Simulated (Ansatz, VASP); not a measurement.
CaO: VASP beside Ansatz

The input INCAR:

```
SYSTEM = CaO
ALGO = Normal
EDIFF = 1E-7
EDIFFG = -0.002
ENCUT = 600
GGA = CA
GGA_COMPAT = .False.
IBRION = 2
ISIF = 3
ISMEAR = 0
LASPH = .True.
LCHARG = .False.
LREAL = .False.
LWAVE = .False.
NELM = 120
NELMIN = 4
NSW = 100
PREC = Accurate
SIGMA = 0.02
```

KPOINTS

```
k-points
0
Gamma
  8 8 8
  0 0 0
```

POSCAR

```
CaO
1.0
    0.0000000000      2.3557358099      2.3557358099
    2.3557358099      0.0000000000      2.3557358099
    2.3557358099      2.3557358099      0.0000000000
Ca O
1 1
Direct
    0.0000000000      0.0000000000      0.0000000000
    0.5000000000      0.5000000000      0.5000000000
```

Input for Ansatz:

```yaml
crystal:
  lattice:
    - [0.0, 2.3557358099, 2.3557358099]
    - [2.3557358099, 0.0, 2.3557358099]
    - [2.3557358099, 2.3557358099, 0.0]
  atoms:
    - { symbol: Ca, position: [0.0, 0.0, 0.0] }
    - { symbol: O, position: [0.5, 0.5, 0.5] }
basis:
  ecutwfc: 420
kpoints:
  mp_grid: { grid: [8, 8, 8] }
hamiltonian:
  xc: lda
  pseudopotentials: { kind: paw, azcp: { folder: soft_1 } }
scf:
  occupations: { method: gaussian, width: 0.02 }
output:
  forces: true
  stress: true
  eigenvalues: true
relax:
  adjacent_minimum: "off"
  f_tol: 0.002
  max_steps: 80
  cell: { stress_tol: 0.02 }
```

Alike in both runs: task relaxation of cell and atoms; functional LDA; k mesh 8 × 8 × 8; occupations gaussian, width 0.02 eV; no spin polarisation.

|  | VASP | Ansatz |
| --- | --- | --- |
| version | VASP 6.6.1 | Ansatz 0.2.0 |
| potentials or method | VASP PAW LDA potentials, release 64 (Ca_sv, O), cutoff 600 eV | scalar-relativistic, plane waves, PAW |
| valence electrons in the cell | 16 | 16 |

```tsv
	VASP	Ansatz	Ansatz less VASP
gap on the k mesh at the Fermi level, each at its own relaxed structure (eV)	3.43	3.45	+0.023
relaxed volume (Å³/atom)	13.13	13.04	-0.087
relaxed cell length with the largest relative difference (Å)	3.336	3.329	-0.0074
```

Ansatz warns that its potentials were made for another functional, while VASP's fit it. LDA's correlation is that of Perdew and Zunger in VASP and of Perdew and Wang (1992) in Ansatz.
